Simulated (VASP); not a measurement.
Input of a VASP 6.6.1 run:

File INCAR:

```
SYSTEM = Zr
PREC     = Accurate       ! precision mode
ENCUT    = 520            ! plane-wave cutoff, eV
EDIFF    = 1E-6           ! SCF threshold, eV
ISMEAR   = 0              ! smearing method
SIGMA    = 0.15           ! smearing width, eV
LREAL    = .False.        ! projectors in reciprocal space
LASPH    = .True.         ! aspherical terms in the spheres
NELM     = 100            ! most SCF steps
ALGO     = Fast           ! electronic algorithm
ISIF     = 2              ! what is computed and relaxed
LWAVE    = .False.        ! write WAVECAR
LCHARG   = .True.         ! write CHGCAR
GGA      = PE             ! functional
LELF     = .True.         ! ELF
LVHAR    = .True.       
NBANDS   = 12             ! bands
```

KPOINTS

```
Automatic mesh
0
Gamma
  18 18 18
  0 0 0
```

File POSCAR:

```
Zr
1.0
   -1.6770951037      1.8558232013      1.8289246226
    1.6770951037     -1.8558232013      1.8289246226
    1.6770951037      1.8558232013     -1.8289246226
Zr
1
Direct
    0.0000000000      0.0000000000      0.0000000000
```

Potentials or basis: VASP PAW PBE potentials, release 64 (Zr_sv).

Run with:

```bash
$ cat potpaw_PBE.64/Zr_sv/POTCAR > POTCAR
$ mpirun -np 1 vasp_std > vasp.out
```

Q: What does it give for the pressure?

A: 0.5 GPa.

Q: Predict the band gap on the k mesh.

A: Zero (bands 6 and 7 overlap by 1.65 eV).

Stress tensor (GPa, compression positive):
```
-1.05  0.00  0.00
 0.00  1.29  0.00
 0.00  0.00  1.33
```

Caveat: the cell differs from its parent crystal (strain +e along x and -e along y -0.0500, strain +e along z and -e/2 along x and y +0.0233).
